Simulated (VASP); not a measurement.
# HC2 in VASP: further runs

HC2 is run at these levels: PBEsol; tasks: single point.

All numbers are computed with VASP 6.6.1; they aren't measurements. Logs are shortened: lines on timing, memory, paths and dates and some standing lists are left out, and cuts for length are marked.

## Step 1: The cell of the first run

The cell holds a slab with vacuum, 30 atoms: a = 5.049 Å, b = 5.049 Å, c = 15.165 Å, α = 90.00°, β = 90.00°, γ = 90.00°.

## Step 2: Single point, PBEsol

INCAR

```
SYSTEM = HC2
PREC     = Accurate       ! precision mode
ENCUT    = 520            ! plane-wave cutoff, eV
EDIFF    = 1E-6           ! SCF threshold, eV
ISMEAR   = -1             ! smearing method
SIGMA    = 0.05           ! smearing width, eV
LREAL    = Auto         
LASPH    = .True.         ! aspherical terms in the spheres
NELM     = 80             ! most SCF steps
ALGO     = Normal         ! electronic algorithm
ISIF     = 2              ! what is computed and relaxed
LWAVE    = .False.        ! write WAVECAR
LCHARG   = .False.        ! write CHGCAR
GGA      = PS             ! functional
NBANDS   = 66             ! bands
```

KPOINTS

```
regular mesh
0
Gamma
  2 2 1
  0 0 0
```

POSCAR

```
HC2
1.0
    5.0487420000      0.0000000000      0.0000000000
    0.0000000000      5.0487420000      0.0000000000
    0.0000000000      0.0000000000     15.1647000000
H C
10 20
Direct
    0.4277868000      0.0000000000      0.0659426000
    0.0722132000      0.0000000000      0.0659426000
    0.9277868000      0.0000000000      0.0659426000
    0.5722132000      0.0000000000      0.0659426000
    0.4277868000      0.5000000000      0.0659426000
    0.0722132000      0.5000000000      0.0659426000
    0.9277868000      0.5000000000      0.0659426000
    0.5722132000      0.5000000000      0.0659426000
    0.2500031524      0.4942648033      0.4064940493
    0.2499686651      0.0053841520      0.4064184529
    0.2500000000      0.0000000000      0.1077964000
    0.7500000000      0.0000000000      0.1077964000
    0.2500000000      0.5000000000      0.1077964000
    0.7500000000      0.5000000000      0.1077964000
    0.2500000000      0.2500000000      0.1666502000
    0.7500000000      0.2500000000      0.1666502000
    0.2500000000      0.7500000000      0.1666502000
    0.7500000000      0.7500000000      0.1666502000
    0.0038218265      0.2500086723      0.2200334439
    0.4961872452      0.2500263897      0.2200332293
   -0.0001173148      0.7499987738      0.2307365283
    0.5000960399      0.7500094206      0.2307334586
    0.0023180472      0.0168305255      0.2857296281
    0.4976979623      0.0168566199      0.2857163894
    0.0022969161      0.4831613449      0.2857502652
    0.4976897683      0.4831514673      0.2857310116
    0.2499876918      0.0898940902      0.3395930336
    0.7499994003      0.1125187751      0.3295562488
    0.2499983442      0.4100851740      0.3396206751
    0.7500093413      0.3875170837      0.3295896824
```

Potentials or basis: VASP PAW PBE potentials, release 64 (H, C).

The run is started by

```console
> cat potpaw_PBE.64/H/POTCAR potpaw_PBE.64/C/POTCAR > POTCAR
> mpirun -np 1 vasp_std > vasp.out
```

OUTCAR:

```text
SYSTEM = HC2
   PREC = Accurate
   ENCUT = 520
   EDIFF = 1E-6
   ISMEAR = -1
   LREAL = Auto
   LASPH = .True.
   NELM = 80
   ISIF = 2
   GGA = PS

 ion  position               nearest neighbor table
   1  0.428  0.000  0.066-   4 0.73  11 1.10
   2  0.072  0.000  0.066-   3 0.73  11 1.10
   3  0.928  0.000  0.066-   2 0.73  12 1.10
   4  0.572  0.000  0.066-   1 0.73  12 1.10
   5  0.428  0.500  0.066-   8 0.73  13 1.10
   6  0.072  0.500  0.066-   7 0.73  13 1.10
   7  0.928  0.500  0.066-   6 0.73  14 1.10
   8  0.572  0.500  0.066-   5 0.73  14 1.10
   9  0.250  0.494  0.406-  29 1.10
  10  0.250  0.005  0.406-  27 1.10
  11  0.250  0.000  0.108-   1 1.10   2 1.10  15 1.55  17 1.55
  12  0.750  0.000  0.108-   3 1.10   4 1.10  16 1.55  18 1.55
  13  0.250  0.500  0.108-   5 1.10   6 1.10  15 1.55  17 1.55
  14  0.750  0.500  0.108-   7 1.10   8 1.10  16 1.55  18 1.55
  15  0.250  0.250  0.167-  19 1.48  20 1.48  11 1.55  13 1.55
  16  0.750  0.250  0.167-  20 1.52  19 1.52  12 1.55  14 1.55
[... 9 lines left out ...]
  26  0.498  0.483  0.286-  30 1.52  29 1.54  20 1.54  22 1.58
  27  0.250  0.090  0.340-  10 1.10  23 1.54  24 1.54  29 1.62
  28  0.750  0.113  0.330-  30 1.39  24 1.52  23 1.52
  29  0.250  0.410  0.340-   9 1.10  25 1.54  26 1.54  27 1.62
  30  0.750  0.388  0.330-  28 1.39  25 1.52  26 1.52

  LATTYP: Found a simple tetragonal cell.
 ALAT       =     5.0487420000
 C/A-ratio  =     3.0036591293

  Lattice vectors:

 A1 = (   5.0487420000,   0.0000000000,   0.0000000000)
 A2 = (   0.0000000000,   5.0487420000,   0.0000000000)
 A3 = (   0.0000000000,   0.0000000000,  15.1647000000)

Analysis of symmetry for initial positions (statically):
=====================================================================
 Subroutine PRICEL returns:
 Original cell was already a primitive cell.

 Routine SETGRP: Setting up the symmetry group for a
 simple tetragonal supercell.

 Subroutine GETGRP returns: Found  1 space group operations
 (whereof  1 operations were pure point group operations)
 out of a pool of 16 trial point group operations.

The static configuration has the point symmetry C_1 .

Analysis of symmetry for dynamics (positions and initial velocities):
=====================================================================
 Subroutine PRICEL returns:
 Original cell was already a primitive cell.

 Routine SETGRP: Setting up the symmetry group for a
 simple tetragonal supercell.

 Subroutine GETGRP returns: Found  1 space group operations
 (whereof  1 operations were pure point group operations)
 out of a pool of 16 trial point group operations.

The dynamic configuration has the point symmetry C_1 .

 Subroutine INISYM returns: Found  1 space group operations
 (whereof  1 operations are pure point group operations),
 and found     1 'primitive' translations

----------------------------------------------------------------------------------------

                                     Primitive cell

  volume of cell :     386.5451

  direct lattice vectors                    reciprocal lattice vectors
     5.048742000  0.000000000  0.000000000     0.198069143  0.000000000  0.000000000
     0.000000000  5.048742000  0.000000000     0.000000000  0.198069143  0.000000000
     0.000000000  0.000000000 15.164700000     0.000000000  0.000000000  0.065942617

  length of vectors
     5.048742000  5.048742000 15.164700000     0.198069143  0.198069143  0.065942617

  position of ions in fractional coordinates (direct lattice)
     0.427786800  0.000000000  0.065942600
     0.072213200  0.000000000  0.065942600
     0.927786800  0.000000000  0.065942600
     0.572213200  0.000000000  0.065942600
     0.427786800  0.500000000  0.065942600
     0.072213200  0.500000000  0.065942600
[... 22 lines left out ...]
     0.249998344  0.410085174  0.339620675
     0.750009341  0.387517084  0.329589682

  ion indices of the primitive-cell ions
   primitive index   ion index
                 1           1
                 2           2
                 3           3
                 4           4
                 5           5
                 6           6
[... 22 lines left out ...]
                29          29
                30          30

----------------------------------------------------------------------------------------

 KPOINTS: regular mesh

Automatic generation of k-mesh.
 Grid dimensions read from file:
 generate k-points for:    2    2    1

 Generating k-lattice:

  Cartesian coordinates                     Fractional coordinates (reciprocal lattice)
     0.099034571  0.000000000  0.000000000     0.500000000  0.000000000  0.000000000
     0.000000000  0.099034571  0.000000000     0.000000000  0.500000000  0.000000000
     0.000000000  0.000000000  0.065942617     0.000000000  0.000000000  1.000000000

  Length of vectors
     0.099034571  0.099034571  0.065942617

  Shift w.r.t. Gamma in fractional coordinates (k-lattice)
     0.000000000  0.000000000  0.000000000

 Subroutine IBZKPT returns following result:
 ===========================================

 Found      4 irreducible k-points:

 Following reciprocal coordinates:
            Coordinates               Weight
  0.000000  0.000000  0.000000      1.000000
  0.500000  0.000000  0.000000      1.000000
  0.000000  0.500000  0.000000      1.000000
  0.500000  0.500000  0.000000      1.000000
   k-points           NKPTS =      4   k-points in BZ     NKDIM =      4   number of bands    NBANDS=     66
   number of dos      NEDOS =    301   number of ions     NIONS =     30
   total plane-waves  NPLWV = 192000
   dimension x,y,z NGX =    40 NGY =   40 NGZ =  120
   dimension x,y,z NGXF=    80 NGYF=   80 NGZF=  240
   ions per type =              10  20
   NGX,Y,Z   is equivalent  to a cutoff of  13.17, 13.17, 13.16 a.u.
   NGXF,Y,Z  is equivalent  to a cutoff of  26.34, 26.34, 26.31 a.u.
 SYSTEM =  HC2
   PREC   = accura    normal or accurate (medium, high low for compatibility)
   ISTART =      0    job   : 0-new  1-cont  2-samecut
   ICHARG =      2    charge: 1-file 2-atom 10-const
   ISPIN  =      1    spin polarized calculation?
   LNONCOLLINEAR =      F non collinear calculations
   LSORBIT =      F    spin-orbit coupling
   LASPH  =      T    aspherical Exc in radial PAW
   ENCUT  =  520.0 eV  38.22 Ry    6.18 a.u.   9.39  9.39 28.20*2*pi/ulx,y,z
   NELM   =     80;   NELMIN=  2; NELMDL= -5     # of ELM steps
   EDIFF  = 0.1E-05   stopping-criterion for ELM
   LREAL  =      T    real-space projection
   EDIFFG = 0.1E-04   stopping-criterion for IOM
   NSW    =      0    number of steps for IOM
   IBRION =     -1    ionic relax: 0-MD 1-quasi-New 2-CG
   NFREE  =      0    steps in history (QN), initial steepest desc. (CG)
   ISIF   =      2    stress and relaxation
   ISYM   =      2    0-nonsym 1-usesym 2-fastsym
   POTIM  = 0.5000    time-step for ionic-motion
   TEBEG  =    0.0;   TEEND  =   0.0 temperature during run
   PSTRESS=    0.0 pullay stress
   NELECT =      90.0000    total number of electrons
   NUPDOWN=      -1.0000    fix difference up-down
   EMIN   =  10.00;   EMAX   =-10.00  energy-range for DOS
   EFERMI =   0.00;   METHOD = LEGACY
   ISMEAR =    -1;   SIGMA  =   0.05  broadening in eV -4-tet -1-fermi 0-gaus
   EFERMI_NEDOS =   21; number of points for ismear=-14 and -15
   IALGO  =     38    algorithm
   IMIX   =      4    mixing-type and parameters
     AMIX     =   0.40;   BMIX     =  1.00
     AMIX_MAG =   1.60;   BMIX_MAG =  1.00
  volume/ion in A,a.u.               =      12.88        86.95
  Fermi-wavevector in a.u.,A,eV,Ry     =   1.007138  1.903215 13.800753  1.014327
  Thomas-Fermi vector in A             =   2.139924
   LORBIT       =      0    0 simple, 1 ext, 2 COOP (PROOUT), +10 PAW based schemes
   GGA     = PS    functional components
   LHFCALC =     F    Hartree Fock is set to
   AEXX    =    0.0000 exact exchange contribution
   IVDW    =     0    specifies the selected vdW correction
   LEPSILON=     F    determine dielectric tensor
   LRPA    =     F    only Hartree local field effects (RPA)
 non-spin polarized calculation
  energy-cutoff  :      520.00
  volume of cell :      386.55
 maximum number of plane-waves:     10429
 NGX is ok and might be reduce to    40
   NGX = 19   NGY = 19   NGZ = 57

 number of electron      90.0000010 magnetization

 Free energy of the ion-electron system (eV)
  ---------------------------------------------------
  ext. energy  EPLUGINS =         0.00000000
  ---------------------------------------------------
  free energy    TOTEN  =      -209.04131202 eV

  energy without entropy =     -209.04126422  energy(sigma->0) =     -209.04128812

 E-fermi :   1.5883     XC(G=0):  -5.6529

 val. band max:        1.1159634729   @ k =   0.0000   0.5000   0.0000
 cond. band min:       2.0535904425   @ k =   0.0000   0.5000   0.0000
 fundamental gap:      0.9376269696
 Fermi energy:         1.5882554742

 k-point     1 :       0.0000    0.0000    0.0000
  band No.  band energies     occupation
      1     -20.2721      2.00000
      2     -18.0025      2.00000
      3     -16.0176      2.00000
      4     -15.6722      2.00000
      5     -15.4867      2.00000
      6     -15.4620      2.00000
[... 49 lines left out ...]
     56       6.7022      0.00000
     57       7.0325      0.00000

 k-point     2 :       0.5000    0.0000    0.0000
  band No.  band energies     occupation
      1     -19.2105      2.00000
      2     -19.0489      2.00000
      3     -16.9297      2.00000
      4     -16.7938      2.00000
      5     -14.4676      2.00000
      6     -14.4088      2.00000
[... 49 lines left out ...]
     56       6.8018      0.00000
     57       6.8615      0.00000

 k-point     3 :       0.0000    0.5000    0.0000
  band No.  band energies     occupation
      1     -19.7702      2.00000
      2     -18.2784      2.00000
      3     -17.2572      2.00000
      4     -15.7734      2.00000
      5     -15.5604      2.00000
      6     -15.0914      2.00000
[... 49 lines left out ...]
     56       6.9471      0.00000
     57       6.9849      0.00000

 k-point     4 :       0.5000    0.5000    0.0000
  band No.  band energies     occupation
      1     -18.7641      2.00000
      2     -18.5035      2.00000
      3     -17.1561      2.00000
      4     -17.1283      2.00000
      5     -16.1567      2.00000
      6     -16.0991      2.00000
[... 49 lines left out ...]
     56       6.8837      0.00000
     57       7.0663      0.00000
 [bands above 57 left out]

------------------------ aborting loop because EDIFF is reached ----------------------------------------

  FORCE on cell =-STRESS in cart. coord.  units (eV):
  Direction    XX          YY          ZZ          XY          YZ          ZX
  --------------------------------------------------------------------------------------
  -------------------------------------------------------------------------------------
  Total       73.7256243    -10.1540510     -4.6691003      0.0009066      0.0004852      0.0045127
  in kB      305.5827692    -42.0871720    -19.3527911      0.0037577      0.0020111      0.0187045
  external PRESSURE =      81.3809354 kB  Pullay stress =       0.0000000 kB

 VOLUME and BASIS-vectors are now :
 -----------------------------------------------------------------------------
  energy-cutoff  :      520.00
  volume of cell :      386.55
      direct lattice vectors                 reciprocal lattice vectors
     5.048742000  0.000000000  0.000000000     0.198069143  0.000000000  0.000000000
     0.000000000  5.048742000  0.000000000     0.000000000  0.198069143  0.000000000
     0.000000000  0.000000000 15.164700000     0.000000000  0.000000000  0.065942617

 POSITION                                       TOTAL-FORCE (eV/Angst)
 -----------------------------------------------------------------------------------
      2.15979      0.00000      1.00000        -8.951349     -0.060465      0.036460
      0.36459      0.00000      1.00000         8.951352     -0.060342      0.036456
      4.68416      0.00000      1.00000        -8.937865     -0.043784      0.045730
      2.88896      0.00000      1.00000         8.937817     -0.043895      0.045731
      2.15979      2.52437      1.00000        -8.951314      0.060288      0.036414
      0.36459      2.52437      1.00000         8.951290      0.060376      0.036401
[... 22 lines left out ...]
      1.26218      2.07041      5.15025         0.000135      0.006320      0.014538
      3.78660      1.95647      4.99813        -0.004080      0.088910      0.026325
 -----------------------------------------------------------------------------------
    total drift:                                0.000727      0.001890     -0.033757

  FREE ENERGIE OF THE ION-ELECTRON SYSTEM (eV)
  ---------------------------------------------------
  free  energy   TOTEN  =      -209.0413120206 eV

  energy  without entropy=     -209.0412642156  energy(sigma->0) =     -209.04128812
```

Wall time 2.1 min (1 thread of Intel Xeon 6975P-C (Granite Rapids), shared host); peak memory 0.43 GiB.

What came out:

```
Free energy            : -209.0413 eV
Largest force          : 8.952 eV/Å
Band gap on the k mesh : 0.94 eV, direct
```

Forces in eV/Å, atoms in the order of the input:
```
H   -8.951 -0.060  0.036
H    8.951 -0.060  0.036
H   -8.938 -0.044  0.046
H    8.938 -0.044  0.046
H   -8.951  0.060  0.036
H    8.951  0.060  0.036
H   -8.938  0.044  0.046
H    8.938  0.044  0.046
H    0.001  0.017  0.033
H    0.001 -0.012  0.037
C    0.000 -0.187  1.159
C    0.000 -0.128  1.262
C    0.000  0.187  1.158
C    0.000  0.128  1.261
C    0.000  0.002 -3.892
C    0.001  0.003 -2.951
C   -0.001 -0.001  0.753
C   -0.001 -0.001  0.746
C   -0.002  0.000  0.002
C   -0.001 -0.003 -0.002
C    0.017  0.000  0.014
C   -0.014 -0.001  0.012
C   -0.003 -0.037 -0.008
C   -0.003 -0.041 -0.001
C    0.004  0.040 -0.011
C   -0.001  0.044  0.001
C    0.004 -0.012  0.019
C    0.000 -0.092  0.039
C    0.000  0.006  0.015
C   -0.004  0.089  0.026
```

Caveat: the k points lie up to 0.62 Å⁻¹ apart; the PAW data sets were made with another functional, which shifts forces and pressure a little.

## Step 3: Single point, PBEsol

INCAR

```
PREC = Accurate ; ENCUT = 520
EDIFF = 1E-6 ; ISMEAR = -1
SIGMA = 0.05 ; LREAL = Auto
LASPH = True ; NELM = 80
ALGO = Normal ; ISIF = 2
LWAVE = False ; LCHARG = False
GGA = PS ; NBANDS = 66
```

KPOINTS

```
Automatic mesh
0
Gamma
  2 2 1
```

POSCAR

```
HC2
1.0
    5.0487420000      0.0000000000      0.0000000000
    0.0000000000      5.0487420000      0.0000000000
    0.0000000000      0.0000000000     15.1647000000
H C
10 20
Direct
    0.4277897346      0.0000000000      0.0659426167
    0.0722160095      0.0000000000      0.0659426167
    0.9277954786      0.0000000000      0.0659426167
    0.5722217535      0.0000000000      0.0659426167
    0.4277897346      0.5000057440      0.0659426167
    0.0722160095      0.5000057440      0.0659426167
    0.9277954786      0.5000057440      0.0659426167
    0.5722217535      0.5000057440      0.0659426167
    0.2538652203      0.4997284472      0.4078550845
    0.2584406175      0.0267987550      0.4154187026
    0.2500028720      0.0000000000      0.1077963956
    0.7500086160      0.0000000000      0.1077963956
    0.2500028720      0.5000057440      0.1077963956
    0.7500086160      0.5000057440      0.1077963956
    0.2500028720      0.2500028720      0.1666501810
    0.7500086160      0.2500028720      0.1666501810
    0.2500028720      0.7500086160      0.1666501810
    0.7500086160      0.7500086160      0.1666501810
   -0.0018420430      0.2552517043      0.2216265406
    0.5011545450      0.2423574031      0.2226552454
    0.0116068518      0.7554555174      0.2336478796
    0.5006791791      0.7479486969      0.2319531544
    0.0093290566      0.0256697609      0.2884659769
    0.5024419945      0.0107353475      0.2890067064
   -0.0002971037      0.4889534858      0.2874174893
    0.5052545763      0.4706122832      0.2841401412
    0.2512705145      0.0943205258      0.3444974183
    0.7460868470      0.1095124290      0.3329310834
    0.2524985432      0.4154104131      0.3408573859
    0.7401447727      0.3897802661      0.3318166531
```

Potentials or basis: VASP PAW PBE potentials, release 64 (H, C).

The run is started by

```console
> cat potpaw_PBE.64/H/POTCAR potpaw_PBE.64/C/POTCAR > POTCAR
> mpirun -np 1 vasp_std > vasp.out
```

Wall time 2 min (1 thread of Intel Xeon 6975P-C (Granite Rapids), shared host); peak memory 0.43 GiB.

The run converged. Its results:

- Free energy: -208.5212 eV
- Largest force: 8.945 eV/Å
- Band gap on the k mesh: 0.66 eV, direct

Forces on the atoms (eV/Å):
```
H   -8.928 -0.053  0.041
H    8.933 -0.077  0.023
H   -8.931 -0.052  0.022
H    8.913 -0.004  0.045
H   -8.944  0.113  0.011
H    8.941  0.018  0.050
H   -8.918  0.005  0.054
H    8.894  0.055  0.050
H    0.170  0.156 -0.139
H   -0.244 -0.098 -0.953
C   -0.125 -0.097  1.364
C    0.110 -0.193  1.378
C    0.114  0.103  1.430
C   -0.039  0.191  1.582
C    0.014 -0.129 -2.754
C   -0.074 -0.403 -2.383
C    0.531  0.120  1.262
C    0.395  0.424  1.207
C    1.618 -0.257 -0.177
C   -1.311 -0.010 -1.894
C   -1.838 -0.205 -0.720
C    0.633 -0.612 -0.538
C   -1.067 -0.967  0.260
C   -0.979  0.122 -0.188
C    0.499 -0.306  0.399
C   -2.356  2.600  0.903
C    0.406  0.215 -0.157
C    1.461  0.828 -0.150
C   -0.238 -0.601 -0.303
C    2.362 -0.886  0.273
```

Levels at points of the mesh, in eV from the valence-band top:
```tsv
k point	band 41	band 42	band 43	band 44	band 45	band 46	band 47	band 48	band 49	band 50
(0.00, 0.00, 0.00)	-2.68	-2.55	-1.53	-0.65	-0.11	0.98	2.01	2.83	3.65	3.76
(0.50, 0.00, 0.00)	-2.81	-2.59	-2.41	-2.33	-1.29	1.24	3.24	3.28	3.67	4.15
(0.00, 0.50, 0.00)	-3.62	-2.37	-1.32	-0.35	0.00	0.66	2.99	3.01	3.53	3.67
(0.50, 0.50, 0.00)	-3.38	-3.18	-3.10	-2.57	-1.00	1.03	3.97	4.01	4.06	4.07
```

Caveat: the k points lie up to 0.62 Å⁻¹ apart; the PAW data sets were made with another functional, which shifts forces and pressure a little.

(Continued in part 2 of 2.)
